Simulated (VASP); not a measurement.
# AlZn: relaxation of cell and atoms with PBE

AlZn:

```
Al Zn
1.0
     0.00000    2.45411    2.45411
     2.45411    0.00000    2.45411
     2.45411    2.45411    0.00000
Al Zn
1 1
Direct
  0.00000 0.00000 0.00000
  0.50000 0.50000 0.50000
```

```yaml
Program: VASP 6.6.1
Task: relaxation of cell and atoms
Functional: PBE
Potentials_or_basis: VASP PAW PBE potentials, release 64 (Al, Zn)
Cutoff: 600 eV
k_mesh: 6 × 6 × 6
Occupations: gaussian, width 0.1 eV
Spin: no spin polarisation
Dipole_correction: no
Further_INCAR_settings: ALGO = Normal; EDIFF = 1e-06; IBRION = 2; EDIFFG = -0.04; NSW = 90; ISIF = 3
```

```yaml
Relaxed_volume: 18.62 Å³/atom
Relaxed_cell: a = 3.748 Å, b = 3.748 Å, c = 3.748 Å, α = 60.00°, β = 60.00°, γ = 60.00°
Space_group_after_relaxing_to_0.1_Å: Fm-3m (No. 225)
Energy_gained_by_relaxing: 215.1 meV/atom
Ionic_steps: 3
Pressure_after_relaxing: 0.3 GPa
Band_gap_on_the_k_mesh: zero (an odd number of electrons rules out a gap without spin polarisation)
```

The path:
```
step  energy change (eV)  largest force (eV/Å)  pressure (GPa)  volume (Å³)
   1              0.0000                0.0000           21.84        29.56
   2             -0.4183                0.0000           -2.18        39.04
   3             -0.4302                0.0000            0.33        37.24
```

Final structure:
```xyz
2
Lattice="0.0000 2.6505 2.6505 2.6505 0.0000 2.6505 2.6505 2.6505 0.0000" Properties=species:S:1:pos:R:3 pbc="T T T"
Al    0.0000    0.0000    0.0000
Zn    2.6505    2.6505    2.6505
```

Levels at points of the mesh, in eV from the Fermi level:
```tsv
k point	band 3	band 4	band 5	band 6	band 7	band 8	band 9	band 10	band 11
(0.00, 0.00, 0.00)	-7.44	-7.41	-7.41	-7.41	4.00	4.00	4.00	7.72	7.72
(0.50, 0.00, 0.00)	-7.53	-7.28	-7.28	-5.64	-5.24	4.17	4.17	4.53	4.53
(0.50, 0.50, 0.00)	-7.38	-7.24	-7.24	-4.23	-3.70	0.22	0.22	1.07	3.90
```

Wall time 8.3 s on 1 thread of Intel(R) Xeon(R) 6975P-C (Granite Rapids), with other jobs on the host, peak memory 0.15 GiB.

Caveat: the k points lie up to 0.34 Å⁻¹ apart in the final cell, too coarse for converged energies and pressures of a metal; the volume moved by over 15 % at a fixed basis, so the end points are rough.
